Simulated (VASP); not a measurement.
# Si (a cell with a defect) in VASP: notebook

The runs below take Si (a cell with a defect) through single point, with LDA.

All numbers are computed with VASP 6.6.1; they aren't measurements. Logs are shortened: lines on timing, memory, paths and dates and some standing lists are left out, and cuts for length are marked.

### Step 1. The cell of the first run

The cell holds a defect, 31 atoms: a = 9.356 Å, b = 9.356 Å, c = 9.356 Å, α = 109.47°, β = 109.47°, γ = 109.47°.

### Step 2. Single point, LDA

INCAR reads:

```
PREC     = Accurate       # precision mode
ENCUT    = 520            # plane-wave cutoff, eV
EDIFF    = 1E-6           # SCF threshold, eV
ISMEAR   = 0              # smearing method
SIGMA    = 0.02           # smearing width, eV
LREAL    = Auto         
LASPH    = True           # aspherical terms in the spheres
NELM     = 100            # most SCF steps
ALGO     = Normal         # electronic algorithm
ISIF     = 2              # what is computed and relaxed
LWAVE    = False          # write WAVECAR
LCHARG   = False          # write CHGCAR
NELECT   = 126.0        
NBANDS   = 83             # bands
```

KPOINTS reads:

```
Automatic mesh
0
Gamma
  2 2 2
  0.5 0.5 0.5
```

POSCAR reads:

```
Si
1.0
   -5.4019422754     -5.4019422754      5.4019422754
    5.4019422754     -5.4019422754     -5.4019422754
    5.4019422754      5.4019422754      5.4019422754
Si
31
Direct
    0.2499999873      0.7499999618      0.7151627698
    0.0023125941      0.7499999618     -0.0004635370
    0.4976873804      0.4972238434      0.7476873676
    0.2499999873      0.5023125686     -0.0004635370
    0.0348371920      0.5348371665      0.2848371792
    0.7495364248      0.7499999618      0.2523125814
    0.4651627826      0.7499999618      0.4999999745
   -0.0027761311     -0.0023125941      0.7476873676
    0.7504634987      0.2504635242      0.7527760929
    0.5027761056      0.2504635242      0.0004635370
    0.2499999873      0.2495364503      0.2523125814
    0.0023125941      0.2495364503      0.4999999745
    0.7495364248      0.5023125686      0.4999999745
    0.7504634987      0.0027761311      0.0004635370
    0.4976873804     -0.0023125941      0.2472238561
    0.2499999873     -0.0348371920      0.4999999745
    0.0082845202      0.7499999618      0.7484944847
    0.4984945900      0.5082845873      0.4999999745
    0.2499999873      0.5082845873      0.7484945773
    0.0015054770      0.5015054515      0.0097899972
    0.7499999618      0.7499999618      0.0000000000
    0.4984944975      0.7499999618      0.2582845075
    0.0082845202     -0.0015054770      0.4999999745
    0.7499999618      0.2499999873      0.4999999745
    0.4917154543      0.2402099900      0.7417154415
    0.2499999873      0.2499999873      0.0000000000
    0.0015054770      0.2597899845      0.2515054643
    0.7597899590      0.5015054515      0.2515054643
    0.7402099645     -0.0082845202      0.7417154415
    0.4917154543     -0.0082845202     -0.0097899972
    0.2499999873     -0.0015054770      0.2582845075
```

Potentials or basis: VASP PAW LDA potentials, release 64 (Si).

Command:

```
> cat potpaw_LDA.64/Si/POTCAR > POTCAR
> mpirun -np 1 vasp_std > vasp.out
```

OUTCAR:

```text
PREC = Accurate
   ENCUT = 520
   EDIFF = 1E-6
   ISMEAR = 0
   LREAL = Auto
   LASPH = True
   NELM = 100
   ISIF = 2
   NELECT = 126.0

 ion  position               nearest neighbor table
   1  0.250  0.750  0.715-  19 2.38  17 2.38  30 2.38
   2  0.002  0.750  1.000-  20 2.36  31 2.36  21 2.36  17 2.37
   3  0.498  0.497  0.748-  18 2.36  19 2.36  21 2.36  25 2.37
   4  0.250  0.502  1.000-  22 2.36  20 2.36  26 2.36  19 2.37
   5  0.035  0.535  0.285-  20 2.38  27 2.38  28 2.38
   6  0.750  0.750  0.252-  28 2.36  23 2.36  21 2.36  22 2.37
   7  0.465  0.750  0.500-  18 2.38  22 2.38  29 2.38
   8  0.997  0.998  0.748-  23 2.36  17 2.36  26 2.36  29 2.37
   9  0.750  0.250  0.753-  25 2.36  29 2.36  24 2.36  20 2.37
  10  0.503  0.250  0.000-  30 2.36  25 2.36  26 2.36  28 2.37
  11  0.250  0.250  0.252-  27 2.36  18 2.36  26 2.36  31 2.37
  12  0.002  0.250  0.500-  27 2.36  19 2.36  24 2.36  23 2.37
  13  0.750  0.502  0.500-  28 2.36  17 2.36  24 2.36  18 2.37
  14  0.750  0.003  0.000-  30 2.36  29 2.36  21 2.36  27 2.37
  15  0.498  0.998  0.247-  31 2.36  22 2.36  24 2.36  30 2.37
  16  0.250  0.965  0.500-  25 2.38  31 2.38  23 2.38
  17  0.008  0.750  0.748-  13 2.36   8 2.36   2 2.37   1 2.38
  18  0.498  0.508  0.500-   3 2.36  11 2.36  13 2.37   7 2.38
  19  0.250  0.508  0.748-   3 2.36  12 2.36   4 2.37   1 2.38
  20  0.002  0.502  0.010-   2 2.36   4 2.36   9 2.37   5 2.38
  21  0.750  0.750  0.000-   6 2.36   3 2.36   2 2.36  14 2.36
  22  0.498  0.750  0.258-   4 2.36  15 2.36   6 2.37   7 2.38
  23  0.008  0.998  0.500-   8 2.36   6 2.36  12 2.37  16 2.38
  24  0.750  0.250  0.500-  13 2.36  15 2.36   9 2.36  12 2.36
  25  0.492  0.240  0.742-   9 2.36  10 2.36   3 2.37  16 2.38
  26  0.250  0.250  0.000-   4 2.36  10 2.36  11 2.36   8 2.36
  27  0.002  0.260  0.252-  12 2.36  11 2.36  14 2.37   5 2.38
  28  0.760  0.502  0.252-  13 2.36   6 2.36  10 2.37   5 2.38
  29  0.740  0.992  0.742-   9 2.36  14 2.36   8 2.37   7 2.38
  30  0.492  0.992  0.990-  10 2.36  14 2.36  15 2.37   1 2.38
  31  0.250  0.998  0.258-  15 2.36   2 2.36  11 2.37  16 2.38

  LATTYP: Found a body centered cubic cell.
 ALAT       =    10.8038845508

  Lattice vectors:

 A1 = (  -5.4019422754,  -5.4019422754,   5.4019422754)
 A2 = (   5.4019422754,  -5.4019422754,  -5.4019422754)
 A3 = (   5.4019422754,   5.4019422754,   5.4019422754)

Analysis of symmetry for initial positions (statically):
=====================================================================
 Subroutine PRICEL returns:
 Original cell was already a primitive cell.

 Routine SETGRP: Setting up the symmetry group for a
 body centered cubic supercell.

 Subroutine GETGRP returns: Found 24 space group operations
 (whereof  4 operations were pure point group operations)
 out of a pool of 48 trial point group operations.

The static configuration has the point symmetry S_4 .
 The point group associated with its full space group is T_d .

Analysis of symmetry for dynamics (positions and initial velocities):
=====================================================================
 Subroutine PRICEL returns:
 Original cell was already a primitive cell.

 Routine SETGRP: Setting up the symmetry group for a
 body centered cubic supercell.

 Subroutine GETGRP returns: Found 24 space group operations
 (whereof  4 operations were pure point group operations)
 out of a pool of 48 trial point group operations.

The dynamic configuration has the point symmetry S_4 .
 The point group associated with its full space group is T_d .

 Subroutine INISYM returns: Found 24 space group operations
 (whereof  4 operations are pure point group operations),
 and found     1 'primitive' translations

----------------------------------------------------------------------------------------

                                     Primitive cell

  volume of cell :     630.5359

  direct lattice vectors                    reciprocal lattice vectors
    -5.401942275 -5.401942275  5.401942275     0.000000000 -0.092559301  0.092559301
     5.401942275 -5.401942275 -5.401942275     0.092559301 -0.092559301  0.000000000
     5.401942275  5.401942275  5.401942275     0.092559301  0.000000000  0.092559301

  length of vectors
     9.356438481  9.356438481  9.356438481     0.130898619  0.130898619  0.130898619

  position of ions in fractional coordinates (direct lattice)
     0.249999987  0.749999962  0.715162770
     0.002312594  0.749999962  0.999536463
     0.497687380  0.497223843  0.747687368
     0.249999987  0.502312569  0.999536463
     0.034837192  0.534837166  0.284837179
     0.749536425  0.749999962  0.252312581
[... 23 lines left out ...]
     0.491715454  0.991715480  0.990210003
     0.249999987  0.998494523  0.258284508

  ion indices of the primitive-cell ions
   primitive index   ion index
                 1           1
                 2           2
                 3           3
                 4           4
                 5           5
                 6           6
[... 23 lines left out ...]
                30          30
                31          31

----------------------------------------------------------------------------------------

 KPOINTS: Automatic mesh

Automatic generation of k-mesh.
 Grid dimensions read from file:
 generate k-points for:    2    2    2

 Generating k-lattice:

  Cartesian coordinates                     Fractional coordinates (reciprocal lattice)
     0.000000000 -0.046279650  0.046279650     0.500000000  0.000000000  0.000000000
     0.046279650 -0.046279650  0.000000000     0.000000000  0.500000000  0.000000000
     0.046279650  0.000000000  0.046279650     0.000000000  0.000000000  0.500000000

  Length of vectors
     0.065449309  0.065449309  0.065449309

  Shift w.r.t. Gamma in fractional coordinates (k-lattice)
     0.500000000  0.500000000  0.500000000

 Subroutine IBZKPT returns following result:
 ===========================================

 Found      2 irreducible k-points:

 Following reciprocal coordinates:
            Coordinates               Weight
  0.250000  0.250000  0.250000      2.000000
 -0.250000  0.250000  0.250000      6.000000
   k-points           NKPTS =      2   k-points in BZ     NKDIM =      2   number of bands    NBANDS=     83
   number of dos      NEDOS =    301   number of ions     NIONS =     31
   total plane-waves  NPLWV = 343000
   dimension x,y,z NGX =    70 NGY =   70 NGZ =   70
   dimension x,y,z NGXF=   140 NGYF=  140 NGZF=  140
   ions per type =              31
   NGX,Y,Z   is equivalent  to a cutoff of  12.44, 12.44, 12.44 a.u.
   NGXF,Y,Z  is equivalent  to a cutoff of  24.88, 24.88, 24.88 a.u.
 SYSTEM =  unknown system
   PREC   = accura    normal or accurate (medium, high low for compatibility)
   ISTART =      0    job   : 0-new  1-cont  2-samecut
   ICHARG =      2    charge: 1-file 2-atom 10-const
   ISPIN  =      1    spin polarized calculation?
   LNONCOLLINEAR =      F non collinear calculations
   LSORBIT =      F    spin-orbit coupling
   LASPH  =      T    aspherical Exc in radial PAW
   ENCUT  =  520.0 eV  38.22 Ry    6.18 a.u.  17.40 17.40 17.40*2*pi/ulx,y,z
   NELM   =    100;   NELMIN=  2; NELMDL= -5     # of ELM steps
   EDIFF  = 0.1E-05   stopping-criterion for ELM
   LREAL  =      T    real-space projection
   EDIFFG = 0.1E-04   stopping-criterion for IOM
   NSW    =      0    number of steps for IOM
   IBRION =     -1    ionic relax: 0-MD 1-quasi-New 2-CG
   NFREE  =      0    steps in history (QN), initial steepest desc. (CG)
   ISIF   =      2    stress and relaxation
   ISYM   =      2    0-nonsym 1-usesym 2-fastsym
   POTIM  = 0.5000    time-step for ionic-motion
   TEBEG  =    0.0;   TEEND  =   0.0 temperature during run
   PSTRESS=    0.0 pullay stress
   NELECT =     126.0000    total number of electrons
   NUPDOWN=      -1.0000    fix difference up-down
   EMIN   =  10.00;   EMAX   =-10.00  energy-range for DOS
   EFERMI =   0.00;   METHOD = LEGACY
   ISMEAR =     0;   SIGMA  =   0.02  broadening in eV -4-tet -1-fermi 0-gaus
   EFERMI_NEDOS =   21; number of points for ismear=-14 and -15
   IALGO  =     38    algorithm
   IMIX   =      4    mixing-type and parameters
     AMIX     =   0.40;   BMIX     =  1.00
     AMIX_MAG =   1.60;   BMIX_MAG =  1.00
  volume/ion in A,a.u.               =      20.34       137.26
  Fermi-wavevector in a.u.,A,eV,Ry     =   0.957110  1.808675 12.463741  0.916059
  Thomas-Fermi vector in A             =   2.086098
   LORBIT       =      0    0 simple, 1 ext, 2 COOP (PROOUT), +10 PAW based schemes
   GGA     = CA    functional components
   LHFCALC =     F    Hartree Fock is set to
   AEXX    =    0.0000 exact exchange contribution
   IVDW    =     0    specifies the selected vdW correction
   LEPSILON=     F    determine dielectric tensor
   LRPA    =     F    only Hartree local field effects (RPA)
 non-spin polarized calculation
 Gauss-broadening in eV      SIGMA  =   0.02
  energy-cutoff  :      520.00
  volume of cell :      630.54
 maximum number of plane-waves:     17028
 NGX is ok and might be reduce to    70
   NGX = 35   NGY = 35   NGZ = 35

 number of electron     125.9999994 magnetization

 Free energy of the ion-electron system (eV)
  ---------------------------------------------------
  ext. energy  EPLUGINS =         0.00000000
  ---------------------------------------------------
  free energy    TOTEN  =      -169.19173096 eV

  energy without entropy =     -169.18113068  energy(sigma->0) =     -169.18643082

 E-fermi :   5.8222     XC(G=0):  -9.6292

 val. band max:        5.8084725659   @ k =  -0.2500   0.2500   0.2500
 cond. band min:       6.0205284073   @ k =   0.2500   0.2500   0.2500
 fundamental gap:      0.2120558414
 Fermi energy:         5.8221526123

 k-point     1 :       0.2500    0.2500    0.2500
  band No.  band energies     occupation
      1      -5.5257      2.00000
      2      -5.5257      2.00000
      3      -5.5257      2.00000
      4      -5.2865      2.00000
      5      -3.6478      2.00000
      6      -3.6478      2.00000
[... 67 lines left out ...]
     74       7.2354      0.00000
     75       7.2354      0.00000

 k-point     2 :      -0.2500    0.2500    0.2500
  band No.  band energies     occupation
      1      -6.0067      2.00000
      2      -5.0141      2.00000
      3      -4.9623      2.00000
      4      -4.9623      2.00000
      5      -4.8252      2.00000
      6      -4.1112      2.00000
[... 67 lines left out ...]
     74       8.0342      0.00000
     75       8.0767      0.00000
 [bands above 75 left out]

------------------------ aborting loop because EDIFF is reached ----------------------------------------

  FORCE on cell =-STRESS in cart. coord.  units (eV):
  Direction    XX          YY          ZZ          XY          YZ          ZX
  --------------------------------------------------------------------------------------
  -------------------------------------------------------------------------------------
  Total        8.6360037      8.6360037      8.6360037     -0.0000000     -0.0000000      0.0000000
  in kB       21.9438888     21.9438888     21.9438888     -0.0000000     -0.0000000      0.0000000
  external PRESSURE =      21.9438888 kB  Pullay stress =       0.0000000 kB

 VOLUME and BASIS-vectors are now :
 -----------------------------------------------------------------------------
  energy-cutoff  :      520.00
  volume of cell :      630.54
      direct lattice vectors                 reciprocal lattice vectors
    -5.401942275 -5.401942275  5.401942275     0.000000000 -0.092559301  0.092559301
     5.401942275 -5.401942275 -5.401942275     0.092559301 -0.092559301  0.000000000
     5.401942275  5.401942275  5.401942275     0.092559301  0.000000000  0.092559301

 POSITION                                       TOTAL-FORCE (eV/Angst)
 -----------------------------------------------------------------------------------
      6.56424     -1.53867      1.16230        -0.000706     -0.000706     -0.000706
      9.43840      1.33549      1.36047         0.001002      0.001002     -0.003247
      4.03646     -1.33549      4.04147         0.001002     -0.001002      0.003247
      6.76242      1.33549      4.03646        -0.003247      0.001002      0.001002
      4.23964     -1.53867     -1.16230         0.000706     -0.000706      0.000706
      1.36548     -6.73743      1.36047        -0.001002     -0.001002     -0.003247
[... 23 lines left out ...]
      8.05003     -2.66435      2.64809         0.000036     -0.001884      0.000036
      5.43856     -5.34906     -2.64809        -0.001884     -0.000036     -0.000036
 -----------------------------------------------------------------------------------
    total drift:                               -0.000076     -0.000081      0.000240

  FREE ENERGIE OF THE ION-ELECTRON SYSTEM (eV)
  ---------------------------------------------------
  free  energy   TOTEN  =      -169.1917309602 eV

  energy  without entropy=     -169.1811306826  energy(sigma->0) =     -169.18643082
```

Wall time 5 min (1 thread of Intel Xeon 8259CL, shared host); peak memory 0.5 GiB.

What came out:

- Free energy: -169.1917 eV
- Largest force: 0.004 eV/Å

Forces on the atoms (eV/Å):
```
Si  -0.001 -0.001 -0.001
Si   0.001  0.001 -0.003
Si   0.001 -0.001  0.003
Si  -0.003  0.001  0.001
Si   0.001 -0.001  0.001
Si  -0.001 -0.001 -0.003
Si   0.001  0.001 -0.001
Si   0.003 -0.001  0.001
Si  -0.001 -0.003 -0.001
Si   0.003  0.001 -0.001
Si  -0.003 -0.001 -0.001
Si   0.001  0.003 -0.001
Si  -0.001  0.003  0.001
Si  -0.001  0.001  0.003
Si   0.001 -0.003  0.001
Si  -0.001  0.001  0.001
Si   0.000  0.000 -0.002
Si   0.000  0.002  0.000
Si  -0.002  0.000  0.000
Si   0.000 -0.002  0.000
Si   0.000  0.000  0.000
Si   0.000  0.000 -0.002
Si   0.000  0.002  0.000
Si   0.000  0.000  0.000
Si   0.000  0.000  0.002
Si   0.000  0.000  0.000
Si   0.000  0.000  0.002
Si   0.002  0.000  0.000
Si   0.002  0.000  0.000
Si   0.000 -0.002  0.000
Si  -0.002  0.000  0.000
```

Levels at points of the mesh, in eV from the Fermi level:
```csv
k point,band 58,band 59,band 60,band 61,band 62,band 63,band 64,band 65,band 66,band 67
"(0.25, 0.25, 0.25)",-0.86,-0.86,-0.83,-0.83,0.20,0.20,0.20,1.16,1.16,1.24
```

Caveat: the k points lie up to 0.41 Å⁻¹ apart; the cell carries a net charge on a neutralising background, which shifts energy and pressure; the cell is charged against a uniform background, so pressure and absolute levels hang on convention.

[end of part 1 of 2]
